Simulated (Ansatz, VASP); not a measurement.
Two plane-wave programs on Zr

INCAR

```
SYSTEM = Zr
PREC     = Accurate       ! precision mode
ENCUT    = 520            ! plane-wave cutoff, eV
EDIFF    = 1E-7           ! SCF threshold, eV
ISMEAR   = 0              ! smearing method
SIGMA    = 0.15           ! smearing width, eV
LREAL    = .False.        ! projectors in reciprocal space
LASPH    = .True.         ! aspherical terms in the spheres
NELM     = 80             ! most SCF steps
ALGO     = Fast           ! electronic algorithm
ISIF     = 2              ! what is computed and relaxed
LWAVE    = .False.        ! write WAVECAR
LCHARG   = .False.        ! write CHGCAR
GGA      = PS             ! functional
NBANDS   = 19             ! bands
```

Contents of KPOINTS:

```
Automatic mesh
0
Gamma
  18 18 10
  0 0 0
```

The input POSCAR:

```
Zr
1.0
    3.2319982225      0.0000000000      0.0000000000
   -1.6159991112      2.7989925657      0.0000000000
    0.0000000000      0.0000000000      5.0697950000
Zr
2
Direct
    0.3333333333      0.6666666667      0.2500000000
    0.6666666667      0.3333333333      0.7500000000
```

Input for Ansatz:

```yaml
crystal:
  lattice:
    - [3.2319982225, 0.0, 0.0]
    - [-1.6159991112, 2.7989925657, 0.0]
    - [0.0, 0.0, 5.069795]
  atoms:
    - { symbol: Zr, position: [0.3333333333, 0.6666666667, 0.25] }
    - { symbol: Zr, position: [0.6666666667, 0.3333333333, 0.75] }
basis:
  ecutwfc: 420
kpoints:
  mp_grid: { grid: [18, 18, 10] }
hamiltonian:
  xc: pbesol
scf:
  occupations: { method: gaussian, width: 0.15 }
output:
  forces: true
  stress: true
  eigenvalues: true
  write_density: true
  write_potential: true
  elf: true
  volumetric_format: npy
```

Change from the starting cell: strain +0.000 along x and y, -0.015 along z, atoms carried along.

Alike in both runs: task single point; functional PBEsol; k mesh 18 × 18 × 10; occupations gaussian, width 0.15 eV; no spin polarisation.

|  | VASP | Ansatz |
| --- | --- | --- |
| version | VASP 6.6.1 | Ansatz 0.2.0 |
| potentials or method | VASP PAW PBE potentials, release 64 (Zr_sv), cutoff 520 eV | scalar-relativistic, plane waves, PAW |
| valence electrons in the cell | 24 | 24 |

```tsv
	VASP	Ansatz	Ansatz less VASP
gap on the k mesh at the Fermi level (eV)	none	none	-
pressure (GPa)	-1.8	-1.8	-0.05
traceless stress, the component that is largest in VASP (GPa)	1.30	1.30	-0.003
```

VASP's potentials were made for PBE, not for PBEsol. A gap of «none» marks a metal or a gap that the smearing closes.
